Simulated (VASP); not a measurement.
Sc8HIr8C, 18 atoms in the cell. The cell holds a slab with vacuum, 18 atoms: a = 6.437 Å, b = 6.437 Å, c = 18.828 Å, α = 90.00°, β = 90.00°, γ = 90.00°. 

| Quantity | Value |
| --- | --- |
| Program | VASP 6.6.1 |
| Task | single point |
| Functional | PBE |
| Potentials or basis | VASP PAW PBE potentials, release 64 (Sc_sv, Ir, C, H) |
| Cutoff | 520 eV |
| k mesh | 3 × 3 × 1 |
| Occupations | fermi-dirac, width 0.15 eV |
| Spin | no spin polarisation |
| Dipole correction | no |
| Further INCAR settings | LREAL = Auto; ALGO = Normal; EDIFF = 1e-06; NBANDS = 98 |

Potentials or basis: VASP PAW PBE potentials, release 64 (Sc_sv, Ir, C, H).

The run is started by

```bash
$ cat potpaw_PBE.64/Sc_sv/POTCAR potpaw_PBE.64/Ir/POTCAR potpaw_PBE.64/C/POTCAR potpaw_PBE.64/H/POTCAR > POTCAR
$ mpirun -np 1 vasp_std > vasp.out
```

Hardware: 1 thread of Intel(R) Xeon(R) Platinum 8488C (Sapphire Rapids), with other jobs on the host.

Q: Estimate the wall time of this run.

A: It took 14 min on 1 thread of Intel(R) Xeon(R) Platinum 8488C (Sapphire Rapids), on a shared host, peak memory 0.8 GiB. Counts: scf iterations 31, k points 5.
